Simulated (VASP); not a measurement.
Runs of VASP 6.6.1 on W. The structure is that of space group Fm-3m (No. 225), or close to it. The cells are those of the table. This isn't the form of W at room conditions, which is bcc.

```csv
cell,gap on the mesh (eV),pressure (GPa)
"a = 2.978 Å, angles 60.0°, 1 atom",none,-24.4
"a = 2.748 Å, angles 60.0°, 1 atom",none,(a)
"a = 2.942 Å, angles 60.0°, 1 atom",none,-17.9
"a = 2.829 Å, angles 60.0°, 1 atom",none,12.4
"a = 2.905 Å, angles 60.0°, 1 atom",none,(b)
```

Alike in all rows: task single point; level RPBE; potentials or basis VASP PAW PBE potentials, release 64 (W_sv); no spin polarisation; k mesh 15 × 15 × 15; cutoff (eV) 520; smearing fermi-dirac 0.1 eV.

**Question.** Fill in the values left out.

**Answer.** (a) 45.8; (b) -9.8.

Caveats: the PAW data sets were made with another functional, which shifts forces and pressure a little; spin-orbit coupling is left out, which moves the levels of the heavy elements; the cell stands under tension (at least some runs); the cell stands under pressure (at least some runs).

A k mesh can miss the band edges, and the runs leave out spin-orbit coupling on W.

A gap of «none» marks levels without a gap at the run's occupations.
